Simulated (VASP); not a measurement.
Runs of VASP 6.6.1 on BeTe. The structure is that of space group F-43m (No. 216), or close to it. The cells are those of the table. 

```tsv
level	potentials or basis	cell	gap on the mesh (eV)	pressure (GPa)
RPBE+D4	VASP PAW PBE potentials, release 64 (Be, Te)	a = 3.983 Å, angles 60.0°, 2 atoms	2.07	-2.2
LDA	VASP PAW LDA potentials, release 64 (Be, Te)	a = 3.917 Å, angles 60.0°, 2 atoms	1.75	0.8
PBEsol	VASP PAW PBE potentials, release 64 (Be, Te)	a = 3.990 Å, angles 60.0°, 2 atoms	(b)	(c)
revPBE+D4	VASP PAW PBE potentials, release 64 (Be, Te)	a = 3.969 Å, angles 60.0°, 2 atoms	2.01	-1.1
PBE+D3(BJ)	VASP PAW PBE potentials, release 64 (Be, Te)	a = 3.893 Å, angles 60.0°, 2 atoms	1.80	2.9
revPBE	VASP PAW PBE potentials, release 64 (Be, Te)	a = 3.966 Å, angles 60.0°, 2 atoms	2.01	3.2
RPBE+D4	VASP PAW PBE potentials, release 64 (Be, Te)	a = 3.957 Å, angles 60.0°, 2 atoms	2.02	-1.1
PBE+D3(BJ)	VASP PAW PBE potentials, release 64 (Be, Te)	a = 3.917 Å, angles 60.0°, 2 atoms	1.85	(a)
```

Alike in all rows: task single point; no spin polarisation; k mesh 8 × 8 × 8; cutoff (eV) 600; smearing gaussian 0.05 eV.

**Question.** Fill in the values left out.

**Answer.** (a) 1.6; (b) 1.87; (c) -0.9.

Caveats: spin-orbit coupling is left out, which moves the levels of the heavy elements; the PAW data sets were made with another functional, which shifts forces and pressure a little (some runs).

A k mesh can miss the band edges, and the runs leave out spin-orbit coupling on Te.
